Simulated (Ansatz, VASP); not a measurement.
## One calculation of AgCl, two programs

```
CELL_PARAMETERS angstrom
0.00000 2.74807 2.74807
2.74807 0.00000 2.74807
2.74807 2.74807 0.00000
ATOMIC_POSITIONS crystal
Ag 0.00000 0.00000 0.00000
Cl 0.50000 0.50000 0.50000
```

Alike in both runs: task single point; functional PBE; k mesh 6 × 6 × 6; no spin polarisation.

|  | VASP | Ansatz |
| --- | --- | --- |
| version | VASP 6.6.1 | Ansatz 0.2.0 |
| potentials or method | VASP PAW PBE potentials, release 64 (Ag, Cl) | plane waves, PAW |
| plane-wave cutoff (eV) | 520 | 420 |
| occupations | gaussian, width 0.01 eV | fixed |
| valence electrons in the cell | 18 | 26 |

```tsv
	VASP	Ansatz	Ansatz less VASP
gap on the k mesh at the Fermi level (eV)	0.90	0.91	+0.002
pressure (GPa)	2.9	3.1	+0.15
```

VASP's potentials hold 18 valence electrons a cell and Ansatz's 26, so a difference there can come from the potentials and not from the codes.
